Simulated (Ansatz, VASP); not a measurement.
## MnO in VASP and in Ansatz

POSCAR

```
MnO
1.0
    0.0000000000      2.2239077028      2.2239077028
    2.2239077028      0.0000000000      2.2239077028
    2.2239077028      2.2239077028      0.0000000000
Mn O
1 1
Direct
    0.0000000000      0.0000000000      0.0000000000
    0.5000000000      0.5000000000      0.5000000000
```

File INCAR.step1:

```
  PREC = Accurate
  ENCUT = 520
  EDIFF = 1E-5
  ISMEAR = -1
  SIGMA = 0.05
  LREAL = False
  LASPH = True
  NELM = 150
  ALGO = Normal
  ISIF = 2
  LWAVE = True
  LCHARG = False
  ISPIN = 2
  MAGMOM = 4 0
  LORBIT = 11
  LMAXMIX = 4
  NBANDS = 20
  GGA = PE
```

The input INCAR.step2:

```
  PREC = Accurate
  ENCUT = 520
  EDIFF = 1E-6
  ISMEAR = -1
  SIGMA = 0.05
  LREAL = False
  LASPH = True
  NELM = 150
  ALGO = Normal
  ISIF = 2
  LWAVE = False
  LCHARG = False
  ISPIN = 2
  MAGMOM = 4 0
  LORBIT = 11
  LMAXMIX = 4
  GGA = PS
  LHFCALC = True
  AEXX = 0.25
  PRECFOCK = Normal
  NBANDS = 20
  ISTART = 1
```

KPOINTS

```
Automatic mesh
0
Gamma
  5 5 5
```

File input.yaml:

```yaml
crystal:
  lattice:
    - [0.0, 2.2239077028, 2.2239077028]
    - [2.2239077028, 0.0, 2.2239077028]
    - [2.2239077028, 2.2239077028, 0.0]
  atoms:
    - { symbol: Mn, position: [0.0, 0.0, 0.0], spin: 4.0 }
    - { symbol: O, position: [0.5, 0.5, 0.5] }
hamiltonian:
  xc: { exchange: pbesol, correlation: pbesol, exx: { coeff: 0.25 } }
  pseudopotentials: { kind: paw }
magnetization:
  spin_polarized: true
kpoints:
  mp_grid: { grid: [5, 5, 5] }
  band_path:
    path:
      - [[0.0, 0.0, 0.0], [0.5, 0.0, 0.5], [0.5, 0.25, 0.75], [0.375, 0.375, 0.75], [0.0, 0.0, 0.0], [0.5, 0.5, 0.5], [0.625, 0.25, 0.625], [0.5, 0.25, 0.75], [0.5, 0.5, 0.5], [0.375, 0.375, 0.75]]
      - [[0.625, 0.25, 0.625], [0.5, 0.0, 0.5]]
    npoints: 4
scf:
  occupations: { method: fermi_dirac, width: 0.05 }
  n_extra_bands: 6
output:
  forces: true
  stress: true
  eigenvalues: true
  fatbands: false
```

Alike in both runs: functional PBEsol-based global hybrid; k mesh 5 × 5 × 5; occupations fermi-dirac, width 0.05 eV; collinear spin.

|  | VASP | Ansatz |
| --- | --- | --- |
| version | VASP 6.6.1 | Ansatz 0.2.0 |
| potentials or method | VASP PAW PBE potentials, release 64 (Mn_pv, O) | Ansatz PAW |
| plane-wave cutoff (eV) | 520 | 420 |
| valence electrons in the cell | 19 | 21 |
| task | single point | band structure |

```csv
,VASP,Ansatz,Ansatz less VASP
gap on the k mesh at the Fermi level (eV),2.11,2.07,-0.040
least direct gap on the mesh (eV),4.71,4.68,-0.033
pressure (GPa),-3.4,-3.9,-0.50
net moment per atom (μB),2.50,2.50,-0.001
size of the moment on the site where the two differ most (μB),4.58,4.30,-0.281
```

VASP's potentials were made for PBE, not for PBEsol-based global hybrid. Site moments also hang on the region over which each program counts them. VASP's potentials hold 19 valence electrons a cell and Ansatz's 21, so a difference there can come from the potentials and not from the codes.

The k mesh is coarse, so the values compare programs but aren't converged. Noted on Ansatz's run: the magnetic or orbital state may not be the lowest; the k mesh misses the band edges, so the gap on the mesh is wider than the one along the path.
